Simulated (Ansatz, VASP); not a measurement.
# Two plane-wave programs on TaN

File POSCAR:

```
TaN
1.0
    0.0000000000      2.1790000000      2.1790000000
    2.1790000000      0.0000000000      2.1790000000
    2.1790000000      2.1790000000      0.0000000000
Ta N
1 1
Direct
    0.5000000000      0.5000000000      0.5000000000
    0.0114731528      0.0114731528     -0.0114731528
```

The input INCAR.step1:

```
SYSTEM = TaN
  PREC = Accurate
  ENCUT = 520
  ISMEAR = 0
  SIGMA = 0.15
  LREAL = .FALSE.
  LASPH = .TRUE.
  NELM = 60
  NBANDS = 15
  GGA = PE
  ALGO = Normal
  EDIFF = 1E-4
  LWAVE = .TRUE.
  LCHARG = .FALSE.
```

Contents of INCAR.step2:

```
SYSTEM = TaN
  PREC = Accurate
  ENCUT = 520
  EDIFF = 1E-6
  ISMEAR = 0
  SIGMA = 0.15
  LREAL = .FALSE.
  LASPH = .TRUE.
  NELM = 60
  ALGO = Normal
  ISIF = 2
  LWAVE = .FALSE.
  LCHARG = .FALSE.
  METAGGA = R2SCAN
  LMIXTAU = .TRUE.
  NBANDS = 15
  ISTART = 1
```

KPOINTS

```
regular mesh
0
G
  18 18 18
  0 0 0
```

Input for Ansatz:

```yaml
crystal:
  lattice:
    - [0.0, 2.179, 2.179]
    - [2.179, 0.0, 2.179]
    - [2.179, 2.179, 0.0]
  atoms:
    - { symbol: Ta, position: [0.5, 0.5, 0.5] }
    - { symbol: "N", position: [0.0114731528, 0.0114731528, -0.0114731528] }
basis:
  ecutwfc: 500
kpoints:
  mp_grid: { grid: [18, 18, 18] }
hamiltonian:
  xc: r2scan
scf:
  occupations: { method: gaussian, width: 0.15 }
output:
  forces: true
  stress: true
  eigenvalues: true
  write_density: true
  write_potential: true
  elf: true
  volumetric_format: npy
```

Change from the starting cell: all N atoms moved -0.050 Å, as atom 2 towards its neighbour atom 1 (Ta) at 2.179 Å.

Alike in both runs: task single point; functional r2SCAN; k mesh 18 × 18 × 18; occupations gaussian, width 0.15 eV; no spin polarisation.

|  | VASP | Ansatz |
| --- | --- | --- |
| version | VASP 6.6.1 | Ansatz 0.2.0 |
| potentials or method | VASP PAW PBE potentials, release 64 (Ta_pv, N), cutoff 520 eV | scalar-relativistic, plane waves, PAW |
| valence electrons in the cell | 16 | 18 |

Ansatz gave:

```
gap on the k mesh at the Fermi level (eV)                     : none
pressure (GPa)                                                : 10.2
traceless stress, the component that is largest in VASP (GPa) : 0.89
rms of the force components (eV/Å)                            : 0.258
```

Question: What did VASP give for the same quantities?

Answer: gap on the k mesh at the Fermi level (eV): none; pressure (GPa): 12.4; traceless stress, the component that is largest in VASP (GPa): 0.92; rms of the force components (eV/Å): 0.249.

VASP's potentials were made for PBE, not for r2SCAN. Atom by atom the forces differ by 0.009 eV/Å (rms over components). A gap of «none» marks a metal or a gap that the smearing closes. The functional is the same, so the differences come from potentials, cutoffs and numerics. VASP's potentials hold 16 valence electrons a cell and Ansatz's 18, so a difference there can come from the potentials and not from the codes.

Neither program's run includes spin-orbit coupling.
